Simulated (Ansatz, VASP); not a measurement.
# Two plane-wave programs on SnO

POSCAR

```
SnO
1.0
    0.0000000000      2.7082147278      2.7082147278
    2.7082147278      0.0000000000      2.7082147278
    2.7082147278      2.7082147278      0.0000000000
Sn O
1 1
Direct
    0.0000000000      0.0000000000      0.0000000000
    0.2500000000      0.2500000000      0.2500000000
```

The input INCAR.step1:

```
SYSTEM = SnO
ALGO = Normal ; EDIFF = 1E-5
ENCUT = 660 ; GGA = PE
GGA_COMPAT = .FALSE. ; ISMEAR = -1
ISYM = 0 ; LASPH = .TRUE.
LCHARG = .FALSE. ; LREAL = .FALSE.
LWAVE = .TRUE. ; NBANDS = 17
NELM = 120 ; PREC = Accurate
SIGMA = 0.02
```

The input INCAR.step2:

```
SYSTEM = SnO
ALGO = Normal ; EDIFF = 1E-6
ENCUT = 660 ; GGA_COMPAT = .FALSE.
ISIF = 2 ; ISMEAR = -1
ISTART = 1 ; ISYM = 0
LASPH = .TRUE. ; LCHARG = .FALSE.
LMIXTAU = .TRUE. ; LREAL = .FALSE.
LWAVE = .FALSE. ; METAGGA = R2SCAN
NBANDS = 17 ; NELM = 120
PREC = Accurate ; SIGMA = 0.02
```

The input KPOINTS:

```
k-points
0
G
  6 6 6
  0 0 0
```

Input for Ansatz:

```yaml
crystal:
  lattice:
    - [0.0, 2.7082147278, 2.7082147278]
    - [2.7082147278, 0.0, 2.7082147278]
    - [2.7082147278, 2.7082147278, 0.0]
  atoms:
    - { symbol: Sn, position: [0.0, 0.0, 0.0] }
    - { symbol: O, position: [0.25, 0.25, 0.25] }
  symmetry: { detect: false }
kpoints:
  mp_grid: { grid: [6, 6, 6] }
hamiltonian:
  xc: r2scan
scf:
  occupations: { method: fermi_dirac, width: 0.02 }
  n_extra_bands: 4
output:
  forces: true
  stress: true
  eigenvalues: true
```

Alike in both runs: task single point; functional r2SCAN; k mesh 6 × 6 × 6; occupations fermi-dirac, width 0.02 eV; no spin polarisation.

```csv
,VASP,Ansatz
version,VASP 6.6.1,Ansatz 0.2.0
potentials or method,"VASP PAW PBE potentials, release 64 (Sn_d, O)",plane waves
plane-wave cutoff (eV),660,500
valence electrons in the cell,20,20
```

|  | VASP | Ansatz | Ansatz less VASP |
| --- | --- | --- | --- |
| pressure (GPa) | 0.2 | -0.1 | -0.27 |

VASP's potentials were made for PBE, not for r2SCAN.
